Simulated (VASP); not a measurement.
# TaN (P4_2/mmc) in VASP: notebook

The runs below take TaN through single point, with PBE.

All numbers are computed with VASP 6.6.1; they aren't measurements. Logs are shortened: lines on timing, memory, paths and dates and some standing lists are left out, and cuts for length are marked.

## (1) The cell of the first run

Symmetry: P4_2/mmc, No. 131, tetragonal system. Conventional cell: a = 3.588 Å, b = 3.588 Å, c = 4.467 Å, α = 90.00°, β = 90.00°, γ = 90.00°. Ta (site symmetry mmm) has 4 N at 2.11 Å within 2.8 Å. N (site symmetry -4m2) has 4 Ta at 2.11 Å and 2 N at 2.23 Å within 2.8 Å.

## (2) Single point, PBE

The input, INCAR:

```
SYSTEM = TaN
  ALGO = Normal
  EDIFF = 1E-6
  ENCUT = 520
  GGA = PE
  ISIF = 2
  ISMEAR = -1
  LASPH = .TRUE.
  LCHARG = .FALSE.
  LREAL = .FALSE.
  LWAVE = .FALSE.
  NBANDS = 24
  NELM = 100
  PREC = Accurate
  SIGMA = 0.05
```

The input, KPOINTS:

```
k-points
0
G
  7 7 6
  0 0 0
```

The input, POSCAR:

```
TaN
1.0
    3.5882635699      0.0000000000      0.0000000000
    0.0000000000      3.5882635699      0.0000000000
    0.0000000000      0.0000000000      4.4673965517
Ta N
2 2
Direct
    0.0000000000      0.5000000000      0.0000000000
    0.5000000000      0.0000000000      0.5000000000
    0.0000000000      0.0000000000      0.2500000000
    0.0000000000      0.0000000000      0.7500000000
```

Potentials or basis: VASP PAW PBE potentials, release 64 (Ta_pv, N).

The run is started by

```console
cat potpaw_PBE.64/Ta_pv/POTCAR potpaw_PBE.64/N/POTCAR > POTCAR
mpirun -np 1 vasp_std > vasp.out
```

OUTCAR:

```text
SYSTEM = TaN
   EDIFF = 1E-6
   ENCUT = 520
   GGA = PE
   ISIF = 2
   ISMEAR = -1
   LASPH = .TRUE.
   LREAL = .FALSE.
   NELM = 100
   PREC = Accurate

 ion  position               nearest neighbor table
   1  0.000  0.500  0.000-   3 2.11   4 2.11   3 2.11   4 2.11   2 3.38   2 3.38   2 3.38   2 3.38
                             2 3.38   2 3.38   2 3.38   2 3.38
   2  0.500  0.000  0.500-   3 2.11   4 2.11   3 2.11   4 2.11   1 3.38   1 3.38   1 3.38   1 3.38
                             1 3.38   1 3.38   1 3.38   1 3.38
   3  0.000  0.000  0.250-   1 2.11   2 2.11   1 2.11   2 2.11
   4  0.000  0.000  0.750-   1 2.11   2 2.11   1 2.11   2 2.11

  LATTYP: Found a simple tetragonal cell.
 ALAT       =     3.5882635699
 C/A-ratio  =     1.2450023430

  Lattice vectors:

 A1 = (   3.5882635699,   0.0000000000,   0.0000000000)
 A2 = (   0.0000000000,   3.5882635699,   0.0000000000)
 A3 = (   0.0000000000,   0.0000000000,   4.4673965517)

Analysis of symmetry for initial positions (statically):
=====================================================================
 Subroutine PRICEL returns:
 Original cell was already a primitive cell.

 Routine SETGRP: Setting up the symmetry group for a
 simple tetragonal supercell.

 Subroutine GETGRP returns: Found 16 space group operations
 (whereof  8 operations were pure point group operations)
 out of a pool of 16 trial point group operations.

The static configuration has the point symmetry D_2h.
 The point group associated with its full space group is D_4h.

Analysis of symmetry for dynamics (positions and initial velocities):
=====================================================================
 Subroutine PRICEL returns:
 Original cell was already a primitive cell.

 Routine SETGRP: Setting up the symmetry group for a
 simple tetragonal supercell.

 Subroutine GETGRP returns: Found 16 space group operations
 (whereof  8 operations were pure point group operations)
 out of a pool of 16 trial point group operations.

The dynamic configuration has the point symmetry D_2h.
 The point group associated with its full space group is D_4h.

 Subroutine INISYM returns: Found 16 space group operations
 (whereof  8 operations are pure point group operations),
 and found     1 'primitive' translations

----------------------------------------------------------------------------------------

                                     Primitive cell

  volume of cell :      57.5206

  direct lattice vectors                    reciprocal lattice vectors
     3.588263570  0.000000000  0.000000000     0.278686329  0.000000000  0.000000000
     0.000000000  3.588263570  0.000000000     0.000000000  0.278686329  0.000000000
     0.000000000  0.000000000  4.467396552     0.000000000  0.000000000  0.223844019

  length of vectors
     3.588263570  3.588263570  4.467396552     0.278686329  0.278686329  0.223844019

  position of ions in fractional coordinates (direct lattice)
     0.000000000  0.500000000  0.000000000
     0.500000000  0.000000000  0.500000000
     0.000000000  0.000000000  0.250000000
     0.000000000  0.000000000  0.750000000

  ion indices of the primitive-cell ions
   primitive index   ion index
                 1           1
                 2           2
                 3           3
                 4           4

----------------------------------------------------------------------------------------

 KPOINTS: k-points

Automatic generation of k-mesh.
 Grid dimensions read from file:
 generate k-points for:    7    7    6

 Generating k-lattice:

  Cartesian coordinates                     Fractional coordinates (reciprocal lattice)
     0.039812333  0.000000000  0.000000000     0.142857143  0.000000000  0.000000000
     0.000000000  0.039812333  0.000000000     0.000000000  0.142857143  0.000000000
     0.000000000  0.000000000  0.037307337     0.000000000  0.000000000  0.166666667

  Length of vectors
     0.039812333  0.039812333  0.037307337

  Shift w.r.t. Gamma in fractional coordinates (k-lattice)
     0.000000000  0.000000000  0.000000000

 Subroutine IBZKPT returns following result:
 ===========================================

 Found     40 irreducible k-points:

 Following reciprocal coordinates:
            Coordinates               Weight
  0.000000  0.000000  0.000000      1.000000
  0.142857  0.000000  0.000000      4.000000
  0.285714  0.000000  0.000000      4.000000
  0.428571  0.000000  0.000000      4.000000
  0.142857  0.142857  0.000000      4.000000
  0.285714  0.142857  0.000000      8.000000
[... 16 lines left out ...]
  0.285714  0.000000  0.333333      8.000000
  0.428571  0.000000  0.333333      8.000000
 [... further k-points ...]
   k-points           NKPTS =     40   k-points in BZ     NKDIM =     40   number of bands    NBANDS=     24
   number of dos      NEDOS =    301   number of ions     NIONS =      4
   total plane-waves  NPLWV =  28224
[... 27 lines left out ...]
   NUPDOWN=      -1.0000    fix difference up-down
   EMIN   =  10.00;   EMAX   =-10.00  energy-range for DOS
   EFERMI =   0.00;   METHOD = LEGACY
   ISMEAR =    -1;   SIGMA  =   0.05  broadening in eV -4-tet -1-fermi 0-gaus
   EFERMI_NEDOS =   21; number of points for ismear=-14 and -15
   IALGO  =     38    algorithm
   IMIX   =      4    mixing-type and parameters
     AMIX     =   0.40;   BMIX     =  1.00
     AMIX_MAG =   1.60;   BMIX_MAG =  1.00
  volume/ion in A,a.u.               =      14.38        97.04
  Fermi-wavevector in a.u.,A,eV,Ry     =   1.346430  2.544384 24.665643  1.812874
  Thomas-Fermi vector in A             =   2.474263
   LORBIT       =      0    0 simple, 1 ext, 2 COOP (PROOUT), +10 PAW based schemes
   GGA     = PE    functional components
   LHFCALC =     F    Hartree Fock is set to
   AEXX    =    0.0000 exact exchange contribution
   IVDW    =     0    specifies the selected vdW correction
   LEPSILON=     F    determine dielectric tensor
   LRPA    =     F    only Hartree local field effects (RPA)
 non-spin polarized calculation
  energy-cutoff  :      520.00
  volume of cell :       57.52
 maximum number of plane-waves:      1570
 NGX is ok and might be reduce to    28
   NGX = 13   NGY = 13   NGZ = 17

 number of electron      32.0000007 magnetization

 Free energy of the ion-electron system (eV)
  ---------------------------------------------------
  ext. energy  EPLUGINS =         0.00000000
  ---------------------------------------------------
  free energy    TOTEN  =       -41.17027399 eV

  energy without entropy =      -41.15685773  energy(sigma->0) =      -41.16356586

 E-fermi :   5.5204     XC(G=0): -11.6354

 val. band max:        5.4852287414   @ k =   0.1429   0.0000   0.1667
 cond. band min:       5.5346159746   @ k =   0.4286   0.0000   0.0000
 fundamental gap:      0.0493872332
 Fermi energy:         5.5204155348

 k-point     1 :       0.0000    0.0000    0.0000
  band No.  band energies     occupation
      1     -30.2429      2.00000
      2     -30.0077      2.00000
      3     -30.0077      2.00000
      4     -29.9462      2.00000
      5     -29.7956      2.00000
      6     -29.7956      2.00000
[... 16 lines left out ...]
     23      10.5320      0.00000
     24      12.9742      0.00000

 k-point     2 :       0.1429    0.0000    0.0000
  band No.  band energies     occupation
      1     -30.2260      2.00000
      2     -30.0326      2.00000
      3     -30.0014      2.00000
      4     -29.9586      2.00000
      5     -29.8172      2.00000
      6     -29.7992      2.00000
[... 16 lines left out ...]
     23      11.2927      0.00000
     24      13.0392      0.00000

 k-point     3 :       0.2857    0.0000    0.0000
  band No.  band energies     occupation
      1     -30.1800      2.00000
      2     -30.0908      2.00000
      3     -29.9945      2.00000
      4     -29.9864      2.00000
      5     -29.8623      2.00000
      6     -29.8084      2.00000
[... 16 lines left out ...]
     23      11.8350      0.00000
     24      13.2133      0.00000
[... 514 lines left out ...]
 k-point    23 :       0.2857    0.0000    0.3333
  band No.  band energies     occupation
      1     -30.2161      2.00000
      2     -30.1057      2.00000
      3     -29.9761      2.00000
      4     -29.9729      2.00000
      5     -29.8386      2.00000
      6     -29.8181      2.00000
[... 16 lines left out ...]
     23      10.8999      0.00000
     24      11.6734      0.00000

 k-point    24 :       0.4286    0.0000    0.3333
  band No.  band energies     occupation
      1     -30.2589      2.00000
      2     -30.1239      2.00000
      3     -29.9710      2.00000
      4     -29.9701      2.00000
      5     -29.8498      2.00000
      6     -29.8182      2.00000
[... 16 lines left out ...]
     23      10.0290      0.00000
     24      11.0044      0.00000

 [... further k-points ...]

------------------------ aborting loop because EDIFF is reached ----------------------------------------

  FORCE on cell =-STRESS in cart. coord.  units (eV):
  Direction    XX          YY          ZZ          XY          YZ          ZX
  --------------------------------------------------------------------------------------
  -------------------------------------------------------------------------------------
  Total       -7.3028516     -7.3028516      5.0657142      0.0000000      0.0000000      0.0000000
  in kB     -203.4135522   -203.4135522    141.1003487      0.0000000      0.0000000      0.0000000
  external PRESSURE =     -88.5755853 kB  Pullay stress =       0.0000000 kB

 VOLUME and BASIS-vectors are now :
 -----------------------------------------------------------------------------
  energy-cutoff  :      520.00
  volume of cell :       57.52
      direct lattice vectors                 reciprocal lattice vectors
     3.588263570  0.000000000  0.000000000     0.278686329  0.000000000  0.000000000
     0.000000000  3.588263570  0.000000000     0.000000000  0.278686329  0.000000000
     0.000000000  0.000000000  4.467396552     0.000000000  0.000000000  0.223844019

 POSITION                                       TOTAL-FORCE (eV/Angst)
 -----------------------------------------------------------------------------------
      0.00000      1.79413      0.00000        -0.000000      0.000000      0.000000
      1.79413      0.00000      2.23370        -0.000000      0.000000      0.000000
      0.00000      0.00000      1.11685        -0.000000     -0.000000      0.000000
      0.00000      0.00000      3.35055         0.000000     -0.000000     -0.000000
 -----------------------------------------------------------------------------------
    total drift:                                0.000000      0.000000      0.000000

  FREE ENERGIE OF THE ION-ELECTRON SYSTEM (eV)
  ---------------------------------------------------
  free  energy   TOTEN  =       -41.1702739930 eV

  energy  without entropy=      -41.1568577332  energy(sigma->0) =      -41.16356586
```

Run time: 53 s. Hardware: 1 thread of AMD EPYC 7R43 (Zen 3), shared host; peak memory 0.16 GiB.

Results:

| Item | Value |
| --- | --- |
| Free energy | -41.1703 eV |
| Pressure | -8.9 GPa |
| Band gap on the k mesh | zero (band 16 reaches 5.88 eV, above the bottom of band 17 at 5.18 eV) |

Stress tensor (GPa, compression positive):
```
-20.34   0.00   0.00
  0.00 -20.34   0.00
  0.00   0.00  14.11
```

Levels at points of the mesh, in eV from the Fermi level:
| k point | band 14 | band 15 | band 16 | band 17 | band 18 | band 19 |
| --- | --- | --- | --- | --- | --- | --- |
| (0.00, 0.00, 0.00) | -3.69 | -1.85 | 0.30 | 1.35 | 1.42 | 1.95 |
| (0.00, 0.00, 0.50) | -3.45 | -2.99 | -2.99 | 1.27 | 1.27 | 1.80 |

Caveat: spin-orbit coupling is left out, which moves the levels of the heavy elements.

## (3) Single point, PBE

This run uses another cell than the first one, of 14.69 Å³/atom, 1.021 times its volume.

The input, INCAR:

```
SYSTEM = TaN
PREC     = Accurate       ! precision mode
ENCUT    = 520            ! plane-wave cutoff, eV
EDIFF    = 1E-6           ! SCF threshold, eV
ISMEAR   = -1             ! smearing method
SIGMA    = 0.05           ! smearing width, eV
LREAL    = .FALSE.        ! projectors in reciprocal space
LASPH    = .TRUE.         ! aspherical terms in the spheres
NELM     = 80             ! most SCF steps
ALGO     = Normal         ! electronic algorithm
ISIF     = 2              ! what is computed and relaxed
LWAVE    = .FALSE.        ! write WAVECAR
LCHARG   = .TRUE.         ! write CHGCAR
GGA      = PE             ! functional
LELF     = .TRUE.         ! ELF
LVHAR    = .TRUE.       
NBANDS   = 24             ! bands
```

The input, KPOINTS:

```
Automatic mesh
0
G
  7 7 6
  0 0 0
```

The input, POSCAR:

```
TaN
1.0
    3.6135338642      0.0000000000      0.0000000000
    0.0000000000      3.6135338642      0.0000000000
    0.0000000000      0.0000000000      4.4988581274
Ta N
2 2
Direct
    0.0000000000      0.5000000000      0.0000000000
    0.5000000000      0.0000000000      0.5000000000
    0.0000000000      0.0000000000      0.2500000000
    0.0000000000      0.0000000000      0.7500000000
```

Potentials or basis: VASP PAW PBE potentials, release 64 (Ta_pv, N).

The run is started by

```console
cat potpaw_PBE.64/Ta_pv/POTCAR potpaw_PBE.64/N/POTCAR > POTCAR
mpirun -np 1 vasp_std > vasp.out
```

Run time: 68 s. Hardware: 1 thread of AMD EPYC 7R43 (Zen 3), shared host; peak memory 0.16 GiB.

Results (log left out):

| Property | Result |
| --- | --- |
| Free energy | -41.0880 eV |
| Pressure | -12.8 GPa |
| Band gap on the k mesh | zero (band 16 reaches 5.69 eV, above the bottom of band 17 at 5.01 eV) |

Stress tensor (GPa, compression positive):
```
-24.11   0.00   0.00
  0.00 -24.11   0.00
  0.00   0.00   9.77
```

Levels at points of the mesh, in eV from the Fermi level:
| k point | band 14 | band 15 | band 16 | band 17 | band 18 | band 19 |
| --- | --- | --- | --- | --- | --- | --- |
| (0.00, 0.00, 0.00) | -3.65 | -1.79 | 0.29 | 1.32 | 1.37 | 1.88 |
| (0.00, 0.00, 0.50) | -3.41 | -2.93 | -2.93 | 1.24 | 1.24 | 1.73 |

Caveat: spin-orbit coupling is left out, which moves the levels of the heavy elements.

## (4) Single point, PBE

This run uses another cell than the first one, of 14.99 Å³/atom, 1.043 times its volume.

The input, INCAR:

```
  PREC = Accurate
  ENCUT = 520
  EDIFF = 1E-6
  ISMEAR = -1
  SIGMA = 0.05
  LREAL = F
  LASPH = T
  NELM = 80
  ALGO = Normal
  ISIF = 2
  LWAVE = F
  LCHARG = T
  GGA = PE
  LELF = T
  LVHAR = T
  NBANDS = 24
```

The input, KPOINTS:

```
regular mesh
0
Gamma
  7 7 6
```

The input, POSCAR:

```
TaN
1.0
    3.6384555749      0.0000000000      0.0000000000
    0.0000000000      3.6384555749      0.0000000000
    0.0000000000      0.0000000000      4.5298857156
Ta N
2 2
Direct
    0.0000000000      0.5000000000      0.0000000000
    0.5000000000      0.0000000000      0.5000000000
    0.0000000000      0.0000000000      0.2500000000
    0.0000000000      0.0000000000      0.7500000000
```

The run is started by

```console
cat potpaw_PBE.64/Ta_pv/POTCAR potpaw_PBE.64/N/POTCAR > POTCAR
mpirun -np 1 vasp_std > vasp.out
```

Wall time 78 s (1 thread of AMD EPYC 7R43 (Zen 3), shared host); peak memory 0.17 GiB.

It converged, with:

```
Free energy            : -40.9770 eV
Pressure               : -16.4 GPa
Band gap on the k mesh : zero (band 16 reaches 5.51 eV, above the bottom of band 17 at 4.84 eV)
```

Stress tensor (GPa, compression positive):
```
-27.45   0.00   0.00
  0.00 -27.45   0.00
  0.00   0.00   5.83
```

Levels at points of the mesh, in eV from the Fermi level:
| k point | band 14 | band 15 | band 16 | band 17 | band 18 | band 19 |
| --- | --- | --- | --- | --- | --- | --- |
| (0.00, 0.00, 0.00) | -3.60 | -1.74 | 0.29 | 1.30 | 1.33 | 1.82 |
| (0.00, 0.00, 0.50) | -3.37 | -2.88 | -2.88 | 1.21 | 1.21 | 1.66 |

Caveat: spin-orbit coupling is left out, which moves the levels of the heavy elements.

## (5) Single point, PBE

This run uses another cell than the first one, of 15.30 Å³/atom, 1.064 times its volume.

The input, INCAR:

```
PREC = Accurate
ENCUT = 520
EDIFF = 1E-7
ISMEAR = -1
SIGMA = 0.05
LREAL = F
LASPH = T
NELM = 80
ALGO = Normal
ISIF = 2
LWAVE = F
LCHARG = F
GGA = PE
NBANDS = 24
```

KPOINTS is that of step 4.

The input, POSCAR:

```
TaN
1.0
    3.6630404800      0.0000000000      0.0000000000
    0.0000000000      3.6630404800      0.0000000000
    0.0000000000      0.0000000000      4.5604939800
Ta N
2 2
Direct
    0.0000000000      0.5000000000      0.0000000000
    0.5000000000      0.0000000000      0.5000000000
    0.0000000000      0.0000000000      0.2500000000
    0.0000000000      0.0000000000      0.7500000000
```

The run is started by

```console
cat potpaw_PBE.64/Ta_pv/POTCAR potpaw_PBE.64/N/POTCAR > POTCAR
mpirun -np 1 vasp_std > vasp.out
```

Wall time 74 s (1 thread of AMD EPYC 7R43 (Zen 3), shared host); peak memory 0.16 GiB.

It converged, with:

```
Free energy            : -40.8405 eV
Pressure               : -19.5 GPa
Band gap on the k mesh : zero (band 16 reaches 5.33 eV, above the bottom of band 17 at 4.68 eV)
```

Stress tensor (GPa, compression positive):
```
-30.40   0.00   0.00
  0.00 -30.40   0.00
  0.00   0.00   2.28
```

Levels at points of the mesh, in eV from the Fermi level:
```tsv
k point	band 14	band 15	band 16	band 17	band 18	band 19
(0.00, 0.00, 0.00)	-3.56	-1.69	0.29	1.28	1.29	1.75
(0.00, 0.00, 0.50)	-3.32	-2.82	-2.82	1.18	1.18	1.59
```

Caveat: spin-orbit coupling is left out, which moves the levels of the heavy elements.

## (6) Single point, PBE

This run uses another cell than the first one, of 15.30 Å³/atom, 1.064 times its volume.

The input, INCAR:

```
SYSTEM = TaN
PREC = Accurate ; ENCUT = 520
EDIFF = 1E-7 ; ISMEAR = -1
SIGMA = 0.05 ; LREAL = .FALSE.
LASPH = .TRUE. ; NELM = 80
ALGO = Normal ; ISIF = 2
LWAVE = .FALSE. ; LCHARG = .FALSE.
GGA = PE ; NBANDS = 24
```

The input, KPOINTS:

```
Automatic mesh
0
G
  7 7 6
  0 0 0
```

POSCAR is that of step 5.

Potentials or basis: VASP PAW PBE potentials, release 64 (Ta_pv, N).

The run is started by

```console
cat potpaw_PBE.64/Ta_pv/POTCAR potpaw_PBE.64/N/POTCAR > POTCAR
mpirun -np 1 vasp_std > vasp.out
```

It took 85 s on 1 thread of AMD EPYC 7R43 (Zen 3), shared host; peak memory 0.16 GiB.

Results (log left out):

```
Free energy            : -40.8405 eV
Pressure               : -19.5 GPa
Band gap on the k mesh : zero (band 16 reaches 5.33 eV, above the bottom of band 17 at 4.68 eV)
```

Stress tensor (GPa, compression positive):
```
-30.40   0.00   0.00
  0.00 -30.40   0.00
  0.00   0.00   2.28
```

Levels at points of the mesh, in eV from the Fermi level:
```tsv
k point	band 14	band 15	band 16	band 17	band 18	band 19
(0.00, 0.00, 0.00)	-3.56	-1.69	0.29	1.28	1.29	1.75
(0.00, 0.00, 0.50)	-3.32	-2.82	-2.82	1.18	1.18	1.59
```

Caveat: spin-orbit coupling is left out, which moves the levels of the heavy elements.

## (7) Summary

| cell | gap on the mesh (eV) | pressure (GPa) |
| --- | --- | --- |
| a = 3.588, b = 3.588, c = 4.467 Å, 4 atoms | none | -8.9 |
| a = 3.614, b = 3.614, c = 4.499 Å, 4 atoms | none | -12.8 |
| a = 3.638, b = 3.638, c = 4.530 Å, 4 atoms | none | -16.4 |
| a = 3.663, b = 3.663, c = 4.560 Å, 4 atoms | none | -19.5 |

Alike in all rows: task single point; level PBE; potentials or basis VASP PAW PBE potentials, release 64 (Ta_pv, N); no spin polarisation; k mesh 7 × 7 × 6; cutoff (eV) 520; smearing fermi-dirac 0.05 eV.

Caveats: spin-orbit coupling is left out, which moves the levels of the heavy elements.

Total energies depend on the potentials used, so only differences within one code and one set of settings carry meaning.
